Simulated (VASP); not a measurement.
# TiMoSe4 (P-3m1) in VASP: notebook, part 2 of 2

VASP 6.6.1.

### Step 3. Single point, PBE, collinear spin, ferromagnetic start

This run uses another cell than the first one, of 23.54 Å³/atom, 1.009 times its volume.

Input file INCAR:

```
SYSTEM = TiMoSe4
PREC = Accurate
ENCUT = 520
EDIFF = 1E-7
ISMEAR = 0
SIGMA = 0.15
LREAL = .FALSE.
LASPH = .TRUE.
NELM = 150
ALGO = Normal
ISIF = 2
LWAVE = .FALSE.
LCHARG = .FALSE.
ISPIN = 2
MAGMOM = 1 1 0 0 0 0
LORBIT = 11
LMAXMIX = 4
GGA = PE
NBANDS = 38
```

Input file KPOINTS:

```
regular mesh
0
G
  4 4 1
  0 0 0
```

Input file POSCAR:

```
TiMoSe4
1.0
    3.4476947249      0.0000000000      0.0000000000
   -1.7238473625      2.9857912163      0.0000000000
    0.0000000000      0.0000000000     13.7206725623
Ti Mo Se
1 1 4
Direct
    0.0000000000      0.0000000000      0.0000000000
    0.0000000000      0.0000000000      0.5000000000
    0.6666666667      0.3333333333      0.8837135155
    0.3333333333      0.6666666667      0.1162864845
    0.6666666667      0.3333333333      0.3810228294
    0.3333333333      0.6666666667      0.6189771706
```

Potentials or basis: VASP PAW PBE potentials, release 64 (Ti_sv, Mo_sv, Se).

Started as:

```console
cat potpaw_PBE.64/Ti_sv/POTCAR potpaw_PBE.64/Mo_sv/POTCAR potpaw_PBE.64/Se/POTCAR > POTCAR
mpirun -np 1 vasp_std > vasp.out
```

OUTCAR:

```text
SYSTEM = TiMoSe4
   PREC = Accurate
   ENCUT = 520
   EDIFF = 1E-7
   ISMEAR = 0
   LREAL = .FALSE.
   LASPH = .TRUE.
   NELM = 150
   ISIF = 2
   ISPIN = 2
   LORBIT = 11
   GGA = PE

 ion  position               nearest neighbor table
   1  0.000  0.000  0.000-   3 2.55   4 2.55   3 2.55   4 2.55   3 2.55   4 2.55
   2  0.000  0.000  0.500-   5 2.57   6 2.57   5 2.57   6 2.57   5 2.57   6 2.57
   3  0.667  0.333  0.884-   1 2.55   1 2.55   1 2.55
   4  0.333  0.667  0.116-   1 2.55   1 2.55   1 2.55
   5  0.667  0.333  0.381-   2 2.57   2 2.57   2 2.57
   6  0.333  0.667  0.619-   2 2.57   2 2.57   2 2.57

  LATTYP: Found a hexagonal cell.
 ALAT       =     3.4476947249
 C/A-ratio  =     3.9796657353

  Lattice vectors:

 A1 = (   3.4476947249,   0.0000000000,   0.0000000000)
 A2 = (  -1.7238473625,   2.9857912163,   0.0000000000)
 A3 = (   0.0000000000,   0.0000000000,  13.7206725623)

Analysis of symmetry for initial positions (statically):
=====================================================================
 Subroutine PRICEL returns:
 Original cell was already a primitive cell.

 Routine SETGRP: Setting up the symmetry group for a
 hexagonal supercell.

 Subroutine GETGRP returns: Found 12 space group operations
 (whereof 12 operations were pure point group operations)
 out of a pool of 24 trial point group operations.

The static configuration has the point symmetry D_3d.

Analysis of symmetry for dynamics (positions and initial velocities):
=====================================================================
 Subroutine PRICEL returns:
 Original cell was already a primitive cell.

 Routine SETGRP: Setting up the symmetry group for a
 hexagonal supercell.

 Subroutine GETGRP returns: Found 12 space group operations
 (whereof 12 operations were pure point group operations)
 out of a pool of 24 trial point group operations.

[... 156 lines left out ...]
 fundamental gap:      0.2557284799
 Fermi energy:         4.5379944323

 spin component 1

 k-point     1 :       0.0000    0.0000    0.0000
  band No.  band energies     occupation
      1     -57.1532      1.00000
      2     -52.8843      1.00000
      3     -31.2257      1.00000
      4     -31.2257      1.00000
      5     -31.1296      1.00000
      6     -29.1192      1.00000
[... 149 lines left out ...]
     36      11.2112      0.00000
     37      11.2436      0.00000
 Fermi energy:         4.5379944323

 spin component 2

 k-point     1 :       0.0000    0.0000    0.0000
  band No.  band energies     occupation
      1     -57.1533      1.00000
      2     -52.8844      1.00000
      3     -31.2257      1.00000
      4     -31.2257      1.00000
      5     -31.1297      1.00000
      6     -29.1193      1.00000
[... 149 lines left out ...]
     36      11.2112      0.00000
     37      11.2436      0.00000
 [bands above 37 left out]

------------------------ aborting loop because EDIFF is reached ----------------------------------------

  FORCE on cell =-STRESS in cart. coord.  units (eV):
  Direction    XX          YY          ZZ          XY          YZ          ZX
  --------------------------------------------------------------------------------------
  -------------------------------------------------------------------------------------
  Total       -0.2000708     -0.2000708      0.1006892      0.0000000      0.0000000      0.0000000
  in kB       -2.2695029     -2.2695029      1.1421676      0.0000000      0.0000000      0.0000000
  external PRESSURE =      -1.1322794 kB  Pullay stress =       0.0000000 kB

 VOLUME and BASIS-vectors are now :
 -----------------------------------------------------------------------------
  energy-cutoff  :      520.00
  volume of cell :      141.24
      direct lattice vectors                 reciprocal lattice vectors
     3.447694725  0.000000000  0.000000000     0.290048882  0.167459800  0.000000000
    -1.723847362  2.985791216  0.000000000     0.000000000  0.334919600  0.000000000
     0.000000000  0.000000000 13.720672562     0.000000000  0.000000000  0.072882725

 POSITION                                       TOTAL-FORCE (eV/Angst)
 -----------------------------------------------------------------------------------
      0.00000      0.00000      0.00000        -0.000000      0.000000     -0.000000
      0.00000      0.00000      6.86034        -0.000000      0.000000     -0.000000
      1.72385      0.99526     12.12514        -0.000000      0.000000     -0.029765
     -0.00000      1.99053      1.59553         0.000000     -0.000000      0.029765
      1.72385      0.99526      5.22789        -0.000000      0.000000      0.017520
     -0.00000      1.99053      8.49278         0.000000     -0.000000     -0.017520
 -----------------------------------------------------------------------------------
    total drift:                                0.000000      0.000000      0.000000

  FREE ENERGIE OF THE ION-ELECTRON SYSTEM (eV)
  ---------------------------------------------------
  free  energy   TOTEN  =       -37.2284031765 eV

  energy  without entropy=      -37.1785137136  energy(sigma->0) =      -37.20345845

 total charge

# of ion       s       p       d       tot
------------------------------------------
    1        2.177   6.167   1.849  10.193
    2        2.267   6.164   3.832  12.263
    3        1.473   2.359   0.035   3.867
    4        1.473   2.359   0.035   3.867
    5        1.480   2.293   0.056   3.828
    6        1.480   2.293   0.056   3.828
--------------------------------------------------
tot         10.349  21.635   5.863  37.847

 magnetization (x)

# of ion       s       p       d       tot
------------------------------------------
    1       -0.000  -0.000  -0.000  -0.000
    2       -0.000  -0.000  -0.000  -0.000
    3        0.000   0.000  -0.000   0.000
    4        0.000   0.000  -0.000   0.000
    5        0.000  -0.000  -0.000  -0.000
    6        0.000  -0.000  -0.000  -0.000
--------------------------------------------------
tot         -0.000   0.000  -0.000  -0.000
```

OSZICAR:

```text
N       E                     dE             d eps       ncg     rms          rms(c)
DAV:   1     0.465186864095E+03    0.46519E+03   -0.23665E+04   656   0.124E+03
[... 16 lines left out ...]
DAV:  18    -0.372283798485E+02   -0.15574E-04   -0.12132E-05   760   0.168E-02    0.175E-02
DAV:  19    -0.372283965379E+02   -0.16689E-04   -0.10956E-05   702   0.184E-02    0.124E-02
DAV:  20    -0.372284003398E+02   -0.38019E-05   -0.36159E-06   724   0.107E-02    0.673E-03
DAV:  21    -0.372284023215E+02   -0.19817E-05   -0.14817E-06   736   0.587E-03    0.393E-03
DAV:  22    -0.372284030040E+02   -0.68250E-06   -0.70915E-07   674   0.390E-03    0.196E-03
DAV:  23    -0.372284031381E+02   -0.13405E-06   -0.13281E-07   472   0.205E-03    0.781E-04
DAV:  24    -0.372284031765E+02   -0.38411E-07   -0.31557E-08   364   0.982E-04
   1 F= -.37228403E+02 E0= -.37203458E+02  d E =-.498895E-01  mag=    -0.0000
```

Wall time 72 s (1 thread of AMD EPYC 9R45 (Zen 5), shared host); peak memory 0.32 GiB.

What came out:

| Quantity | Value |
| --- | --- |
| Free energy | -37.2284 eV |
| Pressure | -0.1 GPa |
| Largest force | 0.030 eV/Å |
| Band gap on the k mesh | zero (filled and empty bands overlap) |
| Net moment | 0.00 μB per cell |
| Valence electrons inside the program's atomic spheres | Ti 10.19; Mo 12.26; Se 3.87, 3.83 |

Forces in eV/Å, atoms in the order of the input:
```
Ti   0.000  0.000  0.000
Mo   0.000  0.000  0.000
Se   0.000  0.000 -0.030
Se   0.000  0.000  0.030
Se   0.000  0.000  0.018
Se   0.000  0.000 -0.018
```

Caveat: the k points lie up to 0.53 Å⁻¹ apart; this functional lacks dispersion, which binds the layers, so the pressure and a relaxed spacing across them are unreliable.
